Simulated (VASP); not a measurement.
# Pb (Fm-3m) in VASP: single point with PBE

Aim: the single point of Pb with PBE.

All numbers are computed with VASP 6.6.1; they aren't measurements. Logs are shortened: lines on timing, memory, paths and dates and some standing lists are left out, and cuts for length are marked.

### Step 1. The cell of the first run

It takes space group Fm-3m (No. 225, cubic). The conventional cell has a = 4.950 Å, b = 4.950 Å, c = 4.950 Å, α = 90.00°, β = 90.00°, γ = 90.00°. Pb (site symmetry m-3m) has 12 Pb at 3.50 Å within 4.6 Å.

### Step 2. Single point, PBE

File INCAR:

```
ALGO     = Normal         # electronic algorithm
EDIFF    = 1E-6           # SCF threshold, eV
ENCUT    = 520            # plane-wave cutoff, eV
GGA      = PE             # functional
ISIF     = 2              # what is computed and relaxed
ISMEAR   = 0              # smearing method
LASPH    = True           # aspherical terms in the spheres
LCHARG   = True           # write CHGCAR
LELF     = True           # ELF
LREAL    = False          # projectors in reciprocal space
LVHAR    = True         
LWAVE    = False          # write WAVECAR
NBANDS   = 13             # bands
NELM     = 80             # most SCF steps
PREC     = Accurate       # precision mode
SIGMA    = 0.05           # smearing width, eV
```

File KPOINTS:

```
k-points
0
Gamma
  16 16 16
```

File POSCAR:

```
Pb
1.0
    0.0000000000      2.4750200000      2.4750200000
    2.4750200000      0.0000000000      2.4750200000
    2.4750200000      2.4750200000      0.0000000000
Pb
1
Direct
    0.0000000000      0.0000000000      0.0000000000
```

Potentials or basis: VASP PAW PBE potentials, release 64 (Pb_d).

On the command line:

```
$ cat potpaw_PBE.64/Pb_d/POTCAR > POTCAR
$ mpirun -np 1 vasp_std > vasp.out
```

OUTCAR:

```text
EDIFF = 1E-6
   ENCUT = 520
   GGA = PE
   ISIF = 2
   ISMEAR = 0
   LASPH = True
   LREAL = False
   NELM = 80
   PREC = Accurate

 ion  position               nearest neighbor table
   1  0.000  0.000  0.000-

  LATTYP: Found a face centered cubic cell.
 ALAT       =     4.9500400000

  Lattice vectors:

 A1 = (   0.0000000000,   2.4750200000,   2.4750200000)
 A2 = (   2.4750200000,   0.0000000000,   2.4750200000)
 A3 = (   2.4750200000,   2.4750200000,   0.0000000000)

Analysis of symmetry for initial positions (statically):
=====================================================================
 Subroutine PRICEL returns:
 Original cell was already a primitive cell.

 Routine SETGRP: Setting up the symmetry group for a
 face centered cubic supercell.

 Subroutine GETGRP returns: Found 48 space group operations
 (whereof 48 operations were pure point group operations)
 out of a pool of 48 trial point group operations.

The static configuration has the point symmetry O_h .

Analysis of symmetry for dynamics (positions and initial velocities):
=====================================================================
 Subroutine PRICEL returns:
 Original cell was already a primitive cell.

 Routine SETGRP: Setting up the symmetry group for a
 face centered cubic supercell.

 Subroutine GETGRP returns: Found 48 space group operations
 (whereof 48 operations were pure point group operations)
 out of a pool of 48 trial point group operations.

The dynamic configuration has the point symmetry O_h .

 Subroutine INISYM returns: Found 48 space group operations
 (whereof 48 operations are pure point group operations),
 and found     1 'primitive' translations

----------------------------------------------------------------------------------------

                                     Primitive cell

  volume of cell :      30.3226

  direct lattice vectors                    reciprocal lattice vectors
     0.000000000  2.475020000  2.475020000    -0.202018570  0.202018570  0.202018570
     2.475020000  0.000000000  2.475020000     0.202018570 -0.202018570  0.202018570
     2.475020000  2.475020000  0.000000000     0.202018570  0.202018570 -0.202018570

  length of vectors
     3.500206851  3.500206851  3.500206851     0.349906427  0.349906427  0.349906427

  position of ions in fractional coordinates (direct lattice)
     0.000000000  0.000000000  0.000000000

  ion indices of the primitive-cell ions
   primitive index   ion index
                 1           1

----------------------------------------------------------------------------------------

 KPOINTS: k-points

Automatic generation of k-mesh.
 Grid dimensions read from file:
 generate k-points for:   16   16   16

 Generating k-lattice:

  Cartesian coordinates                     Fractional coordinates (reciprocal lattice)
    -0.012626161  0.012626161  0.012626161     0.062500000  0.000000000  0.000000000
     0.012626161 -0.012626161  0.012626161     0.000000000  0.062500000  0.000000000
     0.012626161  0.012626161 -0.012626161     0.000000000  0.000000000  0.062500000

  Length of vectors
     0.021869152  0.021869152  0.021869152

  Shift w.r.t. Gamma in fractional coordinates (k-lattice)
     0.000000000  0.000000000  0.000000000

 Subroutine IBZKPT returns following result:
 ===========================================

 Found    145 irreducible k-points:

 Following reciprocal coordinates:
            Coordinates               Weight
  0.000000  0.000000  0.000000      1.000000
  0.062500  0.000000  0.000000      8.000000
  0.125000  0.000000  0.000000      8.000000
  0.187500  0.000000  0.000000      8.000000
  0.250000  0.000000  0.000000      8.000000
  0.312500  0.000000  0.000000      8.000000
[... 16 lines left out ...]
 -0.125000  0.062500  0.000000     24.000000
 -0.062500  0.062500  0.000000     12.000000
 [... further k-points ...]
   k-points           NKPTS =    145   k-points in BZ     NKDIM =    145   number of bands    NBANDS=     13
   number of dos      NEDOS =    301   number of ions     NIONS =      1
   total plane-waves  NPLWV =  21952
   dimension x,y,z NGX =    28 NGY =   28 NGZ =   28
   dimension x,y,z NGXF=    56 NGYF=   56 NGZF=   56
   ions per type =               1
   NGX,Y,Z   is equivalent  to a cutoff of  13.30, 13.30, 13.30 a.u.
   NGXF,Y,Z  is equivalent  to a cutoff of  26.60, 26.60, 26.60 a.u.
 SYSTEM =  unknown system
   PREC   = accura    normal or accurate (medium, high low for compatibility)
   ISTART =      0    job   : 0-new  1-cont  2-samecut
   ICHARG =      2    charge: 1-file 2-atom 10-const
   ISPIN  =      1    spin polarized calculation?
   LNONCOLLINEAR =      F non collinear calculations
   LSORBIT =      F    spin-orbit coupling
   LASPH  =      T    aspherical Exc in radial PAW
   ENCUT  =  520.0 eV  38.22 Ry    6.18 a.u.   6.51  6.51  6.51*2*pi/ulx,y,z
   NELM   =     80;   NELMIN=  2; NELMDL= -5     # of ELM steps
   EDIFF  = 0.1E-05   stopping-criterion for ELM
   LREAL  =      F    real-space projection
   EDIFFG = 0.1E-04   stopping-criterion for IOM
   NSW    =      0    number of steps for IOM
   IBRION =     -1    ionic relax: 0-MD 1-quasi-New 2-CG
   NFREE  =      0    steps in history (QN), initial steepest desc. (CG)
   ISIF   =      2    stress and relaxation
   ISYM   =      2    0-nonsym 1-usesym 2-fastsym
   POTIM  = 0.5000    time-step for ionic-motion
   TEBEG  =    0.0;   TEEND  =   0.0 temperature during run
   PSTRESS=    0.0 pullay stress
   NELECT =      14.0000    total number of electrons
   NUPDOWN=      -1.0000    fix difference up-down
   EMIN   =  10.00;   EMAX   =-10.00  energy-range for DOS
   EFERMI =   0.00;   METHOD = LEGACY
   ISMEAR =     0;   SIGMA  =   0.05  broadening in eV -4-tet -1-fermi 0-gaus
   EFERMI_NEDOS =   21; number of points for ismear=-14 and -15
   IALGO  =     38    algorithm
   IMIX   =      4    mixing-type and parameters
     AMIX     =   0.40;   BMIX     =  1.00
     AMIX_MAG =   1.60;   BMIX_MAG =  1.00
  volume/ion in A,a.u.               =      30.32       204.63
  Fermi-wavevector in a.u.,A,eV,Ry     =   1.265306  2.391081 21.782907  1.600999
  Thomas-Fermi vector in A             =   2.398566
   LORBIT       =      0    0 simple, 1 ext, 2 COOP (PROOUT), +10 PAW based schemes
   GGA     = PE    functional components
   LHFCALC =     F    Hartree Fock is set to
   AEXX    =    0.0000 exact exchange contribution
   IVDW    =     0    specifies the selected vdW correction
   LEPSILON=     F    determine dielectric tensor
   LRPA    =     F    only Hartree local field effects (RPA)
 non-spin polarized calculation
 Gauss-broadening in eV      SIGMA  =   0.05
  energy-cutoff  :      520.00
  volume of cell :       30.32
 maximum number of plane-waves:       869
 NGX is ok and might be reduce to    28
   NGX = 13   NGY = 13   NGZ = 13

 number of electron      13.9999999 magnetization

 Free energy of the ion-electron system (eV)
  ---------------------------------------------------
  ext. energy  EPLUGINS =         0.00000000
  ---------------------------------------------------
  free energy    TOTEN  =        -3.55416614 eV

  energy without entropy =       -3.55356713  energy(sigma->0) =       -3.55386664

 E-fermi :   7.3597     XC(G=0): -10.1855

 val. band max:        7.3355249914   @ k =  -0.4375   0.3750   0.1875
 cond. band min:       7.3914870297   @ k =  -0.3125   0.3125   0.1250
 fundamental gap:      0.0559620383
 Fermi energy:         7.3596618653

 k-point     1 :       0.0000    0.0000    0.0000
  band No.  band energies     occupation
      1      -9.7937      2.00000
      2      -9.7937      2.00000
      3      -9.7937      2.00000
      4      -9.6538      2.00000
      5      -9.6538      2.00000
      6      -4.4734      2.00000
      7      14.6992      0.00000
      8      14.6992      0.00000
      9      14.6992      0.00000
     10      17.0450      0.00000
     11      18.6214      0.00000
     12      19.7653      0.00000
     13      19.7653      0.00000

 k-point     2 :       0.0625    0.0000    0.0000
  band No.  band energies     occupation
      1      -9.7938      2.00000
      2      -9.7880      2.00000
      3      -9.7880      2.00000
      4      -9.6542      2.00000
      5      -9.6542      2.00000
      6      -4.3982      2.00000
      7      13.7432      0.00000
      8      14.6033      0.00000
      9      14.6033      0.00000
     10      16.8537      0.00000
     11      19.0598      0.00000
     12      19.9354      0.00000
     13      19.9354      0.00000

 k-point     3 :       0.1250    0.0000    0.0000
  band No.  band energies     occupation
      1      -9.7946      2.00000
      2      -9.7738      2.00000
      3      -9.7738      2.00000
      4      -9.6532      2.00000
      5      -9.6531      2.00000
      6      -4.1723      2.00000
      7      11.8969      0.00000
      8      14.3511      0.00000
      9      14.3511      0.00000
     10      16.5987      0.00000
     11      19.7634      0.00000
     12      20.3796      0.00000
     13      20.3796      0.00000
[... 305 lines left out ...]
 k-point    23 :      -0.1250    0.0625    0.0000
  band No.  band energies     occupation
      1      -9.7978      2.00000
      2      -9.7654      2.00000
      3      -9.7604      2.00000
      4      -9.6646      2.00000
      5      -9.6389      2.00000
      6      -3.9968      2.00000
      7      11.2035      0.00000
      8      13.0887      0.00000
      9      14.7121      0.00000
     10      16.8706      0.00000
     11      19.4283      0.00000
     12      19.8280      0.00000
     13      20.0091      0.00000

 k-point    24 :      -0.0625    0.0625    0.0000
  band No.  band energies     occupation
      1      -9.7964      2.00000
      2      -9.7810      2.00000
      3      -9.7748      2.00000
      4      -9.6605      2.00000
      5      -9.6485      2.00000
      6      -4.2728      2.00000
      7      12.8958      0.00000
      8      13.7371      0.00000
      9      14.7794      0.00000
     10      16.8354      0.00000
     11      19.2205      0.00000
     12      19.8504      0.00000
     13      20.5959      0.00000

 [... further k-points ...]
[... 5 lines left out ...]
  --------------------------------------------------------------------------------------
  -------------------------------------------------------------------------------------
  Total        0.4224284      0.4224284      0.4224284     -0.0000000      0.0000000     -0.0000000
  in kB       22.3201741     22.3201741     22.3201741     -0.0000000      0.0000000     -0.0000000
  external PRESSURE =      22.3201741 kB  Pullay stress =       0.0000000 kB

 VOLUME and BASIS-vectors are now :
 -----------------------------------------------------------------------------
  energy-cutoff  :      520.00
  volume of cell :       30.32
      direct lattice vectors                 reciprocal lattice vectors
     0.000000000  2.475020000  2.475020000    -0.202018570  0.202018570  0.202018570
     2.475020000  0.000000000  2.475020000     0.202018570 -0.202018570  0.202018570
     2.475020000  2.475020000  0.000000000     0.202018570  0.202018570 -0.202018570

 POSITION                                       TOTAL-FORCE (eV/Angst)
 -----------------------------------------------------------------------------------
      0.00000      0.00000      0.00000         0.000000      0.000000     -0.000000
 -----------------------------------------------------------------------------------
    total drift:                               -0.000000     -0.000000     -0.000000

  FREE ENERGIE OF THE ION-ELECTRON SYSTEM (eV)
  ---------------------------------------------------
  free  energy   TOTEN  =        -3.5541661409 eV

  energy  without entropy=       -3.5535671339  energy(sigma->0) =       -3.55386664
```

Run time: 24 s. Hardware: 1 thread of Intel Xeon Platinum 8488C (Sapphire Rapids), shared host; peak memory 0.19 GiB.

What came out:

- Free energy: -3.5542 eV
- Pressure: 2.2 GPa
- Band gap on the k mesh: zero (band 7 reaches 14.70 eV, above the bottom of band 8 at 5.59 eV)

Caveat: spin-orbit coupling is left out, which moves the levels of the heavy elements.
